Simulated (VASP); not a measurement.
# Ga3Se (Pm-3m) in VASP: notebook, part 2 of 2

VASP 6.6.1. Earlier steps stand in the parts before.

## 4. Single point, PBEsol+D3(BJ)

Input file INCAR:

```
ALGO     = Normal         # electronic algorithm
EDIFF    = 1E-6           # SCF threshold, eV
ENCUT    = 520            # plane-wave cutoff, eV
GGA      = PS             # functional
ISIF     = 2              # what is computed and relaxed
ISMEAR   = 0              # smearing method
IVDW     = 12             # dispersion correction
LASPH    = T              # aspherical terms in the spheres
LCHARG   = F              # write CHGCAR
LREAL    = F              # projectors in reciprocal space
LWAVE    = F              # write WAVECAR
NBANDS   = 30             # bands
NELM     = 60             # most SCF steps
PREC     = Accurate       # precision mode
SIGMA    = 0.15           # smearing width, eV
```

Input file KPOINTS:

```
k-points
0
Gamma
  12 12 12
```

Input file POSCAR:

```
Ga3Se
1.0
    4.2249181734      0.0000000000      0.0000000000
    0.0000000000      4.2249181734      0.0000000000
    0.0000000000      0.0000000000      4.2249181734
Ga Se
3 1
Direct
    0.0000000000      0.5000000000      0.5000000000
    0.5000000000      0.0000000000      0.5000000000
    0.5000000000      0.5000000000      0.0000000000
    0.0000000000      0.0000000000      0.0000000000
```

Potentials or basis: VASP PAW PBE potentials, release 64 (Ga_d, Se).

Run with:

```sh
$ cat potpaw_PBE.64/Ga_d/POTCAR potpaw_PBE.64/Se/POTCAR > POTCAR
$ mpirun -np 1 vasp_std > vasp.out
```

OUTCAR:

```text
EDIFF = 1E-6
   ENCUT = 520
   GGA = PS
   ISIF = 2
   ISMEAR = 0
   IVDW = 12
   LASPH = T
   LREAL = F
   NELM = 60
   PREC = Accurate
 IVDW          = 12

 ion  position               nearest neighbor table
   1  0.000  0.500  0.500-
   2  0.500  0.000  0.500-
   3  0.500  0.500  0.000-
   4  0.000  0.000  0.000-

  LATTYP: Found a simple cubic cell.
 ALAT       =     4.2249181734

  Lattice vectors:

 A1 = (   4.2249181734,   0.0000000000,   0.0000000000)
 A2 = (   0.0000000000,   4.2249181734,   0.0000000000)
 A3 = (   0.0000000000,   0.0000000000,   4.2249181734)

Analysis of symmetry for initial positions (statically):
=====================================================================
 Subroutine PRICEL returns:
 Original cell was already a primitive cell.

 Routine SETGRP: Setting up the symmetry group for a
 simple cubic supercell.

 Subroutine GETGRP returns: Found 48 space group operations
 (whereof 48 operations were pure point group operations)
 out of a pool of 48 trial point group operations.

The static configuration has the point symmetry O_h .

Analysis of symmetry for dynamics (positions and initial velocities):
=====================================================================
 Subroutine PRICEL returns:
 Original cell was already a primitive cell.

 Routine SETGRP: Setting up the symmetry group for a
 simple cubic supercell.

 Subroutine GETGRP returns: Found 48 space group operations
[... 117 lines left out ...]
   PSTRESS=    0.0 pullay stress
   NELECT =      45.0000    total number of electrons
   NUPDOWN=      -1.0000    fix difference up-down
   EMIN   =  10.00;   EMAX   =-10.00  energy-range for DOS
   EFERMI =   0.00;   METHOD = LEGACY
   ISMEAR =     0;   SIGMA  =   0.15  broadening in eV -4-tet -1-fermi 0-gaus
   EFERMI_NEDOS =   21; number of points for ismear=-14 and -15
   IALGO  =     38    algorithm
   IMIX   =      4    mixing-type and parameters
     AMIX     =   0.40;   BMIX     =  1.00
     AMIX_MAG =   1.60;   BMIX_MAG =  1.00
  volume/ion in A,a.u.               =      18.85       127.23
  Fermi-wavevector in a.u.,A,eV,Ry     =   1.378248  2.604511 25.845185  1.899568
  Thomas-Fermi vector in A             =   2.503327
   LORBIT       =      0    0 simple, 1 ext, 2 COOP (PROOUT), +10 PAW based schemes
   GGA     = PS    functional components
   LHFCALC =     F    Hartree Fock is set to
   AEXX    =    0.0000 exact exchange contribution
   IVDW    =    12    specifies the selected vdW correction
   LEPSILON=     F    determine dielectric tensor
   LRPA    =     F    only Hartree local field effects (RPA)
 non-spin polarized calculation
 Gauss-broadening in eV      SIGMA  =   0.15
  energy-cutoff  :      520.00
  volume of cell :       75.41
 maximum number of plane-waves:      2054
 NGX is ok and might be reduce to    32
   NGX = 15   NGY = 15   NGZ = 15

 number of electron      44.9999972 magnetization

 Free energy of the ion-electron system (eV)
  ---------------------------------------------------
  ext. energy  EPLUGINS =         0.00000000
  ---------------------------------------------------
  free energy    TOTEN  =       -14.00693439 eV

  energy without entropy =      -13.98919788  energy(sigma->0) =      -13.99806613

 E-fermi :   5.8527     XC(G=0): -11.1039

 val. band max:        5.8364085840   @ k =   0.4167   0.3333   0.0833
 cond. band min:       5.8567485043   @ k =   0.3333   0.2500   0.0833
 fundamental gap:      0.0203399202
 Fermi energy:         5.8527446570

 k-point     1 :       0.0000    0.0000    0.0000
  band No.  band energies     occupation
      1      -9.3156      2.00000
      2      -9.1995      2.00000
      3      -9.1995      2.00000
      4      -9.1995      2.00000
      5      -9.1289      2.00000
      6      -9.1289      2.00000
[... 781 lines left out ...]
     29      10.9848      0.00000
     30      12.2515      0.00000

 [... further k-points ...]

------------------------ aborting loop because EDIFF is reached ----------------------------------------

 Edisp (eV)   -1.29476

 E8    (eV) :    -0.8763

  FORCE on cell =-STRESS in cart. coord.  units (eV):
  Direction    XX          YY          ZZ          XY          YZ          ZX
  --------------------------------------------------------------------------------------
  -------------------------------------------------------------------------------------
  Total       0.15252     0.15252     0.15252     0.00000     0.00000    -0.00000
  in kB       3.24021     3.24021     3.24021     0.00000     0.00000    -0.00000
  external pressure =        3.24 kB  Pullay stress =        0.00 kB

 VOLUME and BASIS-vectors are now :
 -----------------------------------------------------------------------------
  energy-cutoff  :      520.00
  volume of cell :       75.41
      direct lattice vectors                 reciprocal lattice vectors
     4.224918173  0.000000000  0.000000000     0.236690975  0.000000000  0.000000000
     0.000000000  4.224918173  0.000000000     0.000000000  0.236690975  0.000000000
     0.000000000  0.000000000  4.224918173     0.000000000  0.000000000  0.236690975

 POSITION                                       TOTAL-FORCE (eV/Angst)
 -----------------------------------------------------------------------------------
      0.00000      2.11246      2.11246         0.000000      0.000000      0.000000
      2.11246      0.00000      2.11246         0.000000      0.000000      0.000000
      2.11246      2.11246      0.00000         0.000000      0.000000      0.000000
      0.00000      0.00000      0.00000         0.000000      0.000000      0.000000
 -----------------------------------------------------------------------------------
    total drift:                                0.000000     -0.000000     -0.000000

  FREE ENERGIE OF THE ION-ELECTRON SYSTEM (eV)
  ---------------------------------------------------
  free  energy   TOTEN  =       -15.3016917419 eV

  energy  without entropy=      -15.2839552325  energy(sigma->0) =      -15.29282349
```

Run time: 3 min. Hardware: 1 thread of AMD EPYC 7R13, shared host; peak memory 0.26 GiB.

What came out:

```yaml
Free_energy: -15.3017 eV
Pressure: 0.3 GPa
Band_gap_on_the_k_mesh: zero (an odd number of electrons rules out a gap without spin polarisation)
Dispersion_energy_per_atom: -0.324 eV
```

Caveat: the PAW data sets were made with another functional, which shifts forces and pressure a little.

## 5. Relaxation of cell and atoms, PBEsol+D3(BJ)

Input file INCAR:

```
SYSTEM = Ga3Se
  PREC = Accurate
  ENCUT = 600
  EDIFF = 1E-7
  ISMEAR = 0
  SIGMA = 0.1
  LREAL = .FALSE.
  LASPH = .TRUE.
  NELM = 60
  ALGO = Normal
  ISIF = 3
  LWAVE = .FALSE.
  LCHARG = .FALSE.
  GGA = PS
  IVDW = 12
  IBRION = 2
  NSW = 100
  EDIFFG = -0.005
```

Input file KPOINTS:

```
regular mesh
0
G
  10 10 10
  0 0 0
```

POSCAR is that of step 4.

Run with:

```sh
$ cat potpaw_PBE.64/Ga_d/POTCAR potpaw_PBE.64/Se/POTCAR > POTCAR
$ mpirun -np 1 vasp_std > vasp.out
```

It took 4.8 min on 1 thread of AMD EPYC 7R13, shared host; peak memory 0.27 GiB.

Results (log left out):

- Free energy: -15.2947 eV
- Relaxed volume: 18.87 Å³/atom
- Relaxed cell: a = 4.226 Å, b = 4.226 Å, c = 4.226 Å, α = 90.00°, β = 90.00°, γ = 90.00°
- Space group after relaxing (to 0.1 Å): Pm-3m (No. 221)
- Energy gained by relaxing: 0.0 meV/atom
- Ionic steps: 2
- Pressure after relaxing: 0.0 GPa
- Band gap on the k mesh: zero (an odd number of electrons rules out a gap without spin polarisation)
- Dispersion energy per atom: -0.323 eV

Final structure:
```
Ga Se
1.0
     4.22648    0.00000    0.00000
     0.00000    4.22648    0.00000
     0.00000    0.00000    4.22648
Ga Se
3 1
Cartesian
  0.0000 2.1132 2.1132
  2.1132 0.0000 2.1132
  2.1132 2.1132 0.0000
  0.0000 0.0000 0.0000
```

Levels at points of the mesh, in eV from the Fermi level:
| k point | band 21 | band 22 | band 23 | band 24 | band 25 | band 26 |
| --- | --- | --- | --- | --- | --- | --- |
| (0.00, 0.00, 0.00) | -2.67 | -2.67 | 1.79 | 1.79 | 1.79 | 4.75 |
| (0.50, 0.00, 0.00) | -1.66 | -1.18 | -0.55 | -0.55 | 0.84 | 4.64 |
| (0.50, 0.50, 0.00) | -0.97 | -0.43 | -0.43 | 1.53 | 1.53 | 1.72 |
| (0.50, 0.50, 0.50) | -5.25 | -5.25 | -4.10 | 4.63 | 4.63 | 4.63 |

Caveat: the PAW data sets were made with another functional, which shifts forces and pressure a little.

## 6. Relaxation of cell and atoms, PBEsol+D3(BJ)

This run uses another cell than the first one, of 21.77 Å³/atom.

Input file INCAR:

```
SYSTEM = Ga3Se
ALGO     = Normal         ! electronic algorithm
EDIFF    = 1E-6           ! SCF threshold, eV
EDIFFG   = -0.005         ! ionic threshold
ENCUT    = 600            ! plane-wave cutoff, eV
GGA      = PS             ! functional
IBRION   = 2              ! ionic algorithm
ISIF     = 3              ! what is computed and relaxed
ISMEAR   = 0              ! smearing method
IVDW     = 12             ! dispersion correction
LASPH    = .True.         ! aspherical terms in the spheres
LCHARG   = .False.        ! write CHGCAR
LREAL    = .False.        ! projectors in reciprocal space
LWAVE    = .False.        ! write WAVECAR
NELM     = 60             ! most SCF steps
NSW      = 100            ! ionic steps
PREC     = Accurate       ! precision mode
SIGMA    = 0.1            ! smearing width, eV
```

Input file KPOINTS:

```
k-points
0
Gamma
  10 10 10
  0 0 0
```

Input file POSCAR:

```
Ga3Se
1.0
    4.4324650000      0.0000000000      0.0000000000
    0.0000000000      4.4324650000      0.0000000000
    0.0000000000      0.0000000000      4.4324650000
Ga Se
3 1
Direct
    0.0000000000      0.5000000000      0.5000000000
    0.5000000000      0.0000000000      0.5000000000
    0.5000000000      0.5000000000      0.0000000000
    0.0000000000      0.0000000000      0.0000000000
```

Potentials or basis: VASP PAW PBE potentials, release 64 (Ga_d, Se).

Run with:

```sh
$ cat potpaw_PBE.64/Ga_d/POTCAR potpaw_PBE.64/Se/POTCAR > POTCAR
$ mpirun -np 1 vasp_std > vasp.out
```

OUTCAR:

```text
SYSTEM = Ga3Se
   EDIFF = 1E-6
   EDIFFG = -0.005
   ENCUT = 600
   GGA = PS
   IBRION = 2
   ISIF = 3
   ISMEAR = 0
   IVDW = 12
   LASPH = .True.
   LREAL = .False.
   NELM = 60
   NSW = 100
   PREC = Accurate
 IVDW          = 12

 ion  position               nearest neighbor table
   1  0.000  0.500  0.500-
   2  0.500  0.000  0.500-
   3  0.500  0.500  0.000-
   4  0.000  0.000  0.000-

  LATTYP: Found a simple cubic cell.
 ALAT       =     4.4324650000

  Lattice vectors:

 A1 = (   4.4324650000,   0.0000000000,   0.0000000000)
 A2 = (   0.0000000000,   4.4324650000,   0.0000000000)
 A3 = (   0.0000000000,   0.0000000000,   4.4324650000)

Analysis of symmetry for initial positions (statically):
=====================================================================
 Subroutine PRICEL returns:
 Original cell was already a primitive cell.

 Routine SETGRP: Setting up the symmetry group for a
 simple cubic supercell.

 Subroutine GETGRP returns: Found 48 space group operations
 (whereof 48 operations were pure point group operations)
 out of a pool of 48 trial point group operations.

The static configuration has the point symmetry O_h .

Analysis of symmetry for dynamics (positions and initial velocities):
=====================================================================
 Subroutine PRICEL returns:
 Original cell was already a primitive cell.

 Routine SETGRP: Setting up the symmetry group for a
 simple cubic supercell.

 Subroutine GETGRP returns: Found 48 space group operations
 (whereof 48 operations were pure point group operations)
 out of a pool of 48 trial point group operations.

The dynamic configuration has the point symmetry O_h .

 Subroutine INISYM returns: Found 48 space group operations
 (whereof 48 operations are pure point group operations),
 and found     1 'primitive' translations

----------------------------------------------------------------------------------------

                                     Primitive cell

  volume of cell :      87.0835

[... 95 lines left out ...]
   NSW    =    100    number of steps for IOM
   IBRION =      2    ionic relax: 0-MD 1-quasi-New 2-CG
   NFREE  =      1    steps in history (QN), initial steepest desc. (CG)
   ISIF   =      3    stress and relaxation
   ISYM   =      2    0-nonsym 1-usesym 2-fastsym
   POTIM  = 0.5000    time-step for ionic-motion
   TEBEG  =    0.0;   TEEND  =   0.0 temperature during run
   PSTRESS=    0.0 pullay stress
   NELECT =      45.0000    total number of electrons
   NUPDOWN=      -1.0000    fix difference up-down
   EMIN   =  10.00;   EMAX   =-10.00  energy-range for DOS
   EFERMI =   0.00;   METHOD = LEGACY
   ISMEAR =     0;   SIGMA  =   0.10  broadening in eV -4-tet -1-fermi 0-gaus
   EFERMI_NEDOS =   21; number of points for ismear=-14 and -15
   IALGO  =     38    algorithm
   IMIX   =      4    mixing-type and parameters
     AMIX     =   0.40;   BMIX     =  1.00
     AMIX_MAG =   1.60;   BMIX_MAG =  1.00
  volume/ion in A,a.u.               =      21.77       146.92
  Fermi-wavevector in a.u.,A,eV,Ry     =   1.313713  2.482557 23.481488  1.725841
  Thomas-Fermi vector in A             =   2.444016
   LORBIT       =      0    0 simple, 1 ext, 2 COOP (PROOUT), +10 PAW based schemes
   GGA     = PS    functional components
   LHFCALC =     F    Hartree Fock is set to
   AEXX    =    0.0000 exact exchange contribution
   IVDW    =    12    specifies the selected vdW correction
   LEPSILON=     F    determine dielectric tensor
   LRPA    =     F    only Hartree local field effects (RPA)
 conjugate gradient relaxation of ions
 non-spin polarized calculation
 Gauss-broadening in eV      SIGMA  =   0.10
  energy-cutoff  :      600.00
  volume of cell :       87.08
 maximum number of plane-waves:      2945
 NGX is ok and might be reduce to    36
   NGX = 17   NGY = 17   NGZ = 17

--------------------------------------- Ionic step        1  -------------------------------------------

 number of electron      44.9999944 magnetization

 Free energy of the ion-electron system (eV)
  ---------------------------------------------------
  ext. energy  EPLUGINS =         0.00000000
  ---------------------------------------------------
  free energy    TOTEN  =       -13.94234057 eV

  energy without entropy =      -13.93027492  energy(sigma->0) =      -13.93630775

------------------------ aborting loop because EDIFF is reached ----------------------------------------

 Edisp (eV)   -1.11569

 E8    (eV) :    -0.7545
[... 117 lines left out ...]
--------------------------------------- Ionic step        4  -------------------------------------------

 number of electron      44.9999978 magnetization

 Free energy of the ion-electron system (eV)
  ---------------------------------------------------
  ext. energy  EPLUGINS =         0.00000000
  ---------------------------------------------------
  free energy    TOTEN  =       -14.00406144 eV

  energy without entropy =      -13.99101568  energy(sigma->0) =      -13.99753856

 E-fermi :   5.8326     XC(G=0): -11.1003

 val. band max:        5.8304549087   @ k =   0.4000   0.3000   0.2000
 cond. band min:       5.8367089470   @ k =   0.5000   0.4000   0.1000
 fundamental gap:      0.0062540383
 Fermi energy:         5.8326306093

 k-point     1 :       0.0000    0.0000    0.0000
  band No.  band energies     occupation
      1      -9.3238      2.00000
      2      -9.2089      2.00000
      3      -9.2089      2.00000
      4      -9.2089      2.00000
      5      -9.1380      2.00000
      6      -9.1380      2.00000
[... 709 lines left out ...]
     26       8.4049      0.00000
     27       8.8960      0.00000

 [... further k-points ...]

------------------------ aborting loop because EDIFF is reached ----------------------------------------

 Edisp (eV)   -1.29375

 E8    (eV) :    -0.8756
[... 27 lines left out ...]
  FREE ENERGIE OF THE ION-ELECTRON SYSTEM (eV)
  ---------------------------------------------------
  free  energy   TOTEN  =       -15.2978107561 eV

  energy  without entropy=      -15.2847649987  energy(sigma->0) =      -15.29128788

 reached required accuracy - stopping structural energy minimisation
```

CONTCAR:

```text
Ga3Se
   1.00000000000000
     4.2259848059510636    0.0000000000000000    0.0000000000000000
     0.0000000000000000    4.2259848059510636   -0.0000000000000000
     0.0000000000000000   -0.0000000000000000    4.2259848059510636
  Ga              Se
     3     1
Direct
     0.0000000000000000    0.5000000000000000    0.5000000000000000
     0.5000000000000000    0.0000000000000000    0.5000000000000000
     0.5000000000000000    0.5000000000000000    0.0000000000000000
     0.0000000000000000    0.0000000000000000    0.0000000000000000

  0.00000000E+00  0.00000000E+00  0.00000000E+00
  0.00000000E+00  0.00000000E+00  0.00000000E+00
  0.00000000E+00  0.00000000E+00  0.00000000E+00
  0.00000000E+00  0.00000000E+00  0.00000000E+00
```

Run time: 9.3 min. Hardware: 1 thread of AMD EPYC 7R13, shared host; peak memory 0.29 GiB.

What came out:

```
Free energy                           : -15.2978 eV
Relaxed volume                        : 18.87 Å³/atom
Relaxed cell                          : a = 4.226 Å, b = 4.226 Å, c = 4.226 Å, α = 90.00°, β = 90.00°, γ = 90.00°
Space group after relaxing (to 0.1 Å) : Pm-3m (No. 221)
Energy gained by relaxing             : 59.9 meV/atom
Ionic steps                           : 4
Pressure after relaxing               : 0.0 GPa
Band gap on the k mesh                : zero (an odd number of electrons rules out a gap without spin polarisation)
Dispersion energy per atom            : -0.323 eV
```

The path:
```csv
step,energy change (eV),largest force (eV/Å),pressure (GPa),volume (Å³)
1,0.0000,0.0000,-5.78,87.08
2,-0.2303,0.0000,-1.56,77.56
3,-0.2396,0.0000,0.14,75.25
4,-0.2398,0.0000,0.02,75.47
```

Final structure:
```
Ga Se
1.0
     4.22598    0.00000    0.00000
     0.00000    4.22598    0.00000
     0.00000    0.00000    4.22598
Ga Se
3 1
Direct
  0.00000 0.50000 0.50000
  0.50000 0.00000 0.50000
  0.50000 0.50000 0.00000
  0.00000 0.00000 0.00000
```

Caveat: the PAW data sets were made with another functional, which shifts forces and pressure a little.

## 7. The runs side by side

```csv
task,cell,k mesh,cutoff (eV),smearing,gap on the mesh (eV),pressure (GPa),relaxed volume (Å³/atom)
single point,"a = 4.225 Å, 4 atoms",10 × 10 × 10,520,gaussian 0.1 eV,none,0.2,-
single point,"a = 4.225 Å, 4 atoms",12 × 12 × 12,520,gaussian 0.15 eV,none,0.3,-
relaxation of cell and atoms,"relaxed from a = 4.225 Å, 4 atoms",10 × 10 × 10,600,gaussian 0.1 eV,none,0.0,18.87
relaxation of cell and atoms,"relaxed from a = 4.432 Å, 4 atoms",10 × 10 × 10,600,gaussian 0.1 eV,none,0.0,18.87
```

Alike in all rows: level PBEsol+D3(BJ); potentials or basis VASP PAW PBE potentials, release 64 (Ga_d, Se); no spin polarisation.

Caveats: the PAW data sets were made with another functional, which shifts forces and pressure a little.

Absolute energies hang on the potentials; compare differences alone.
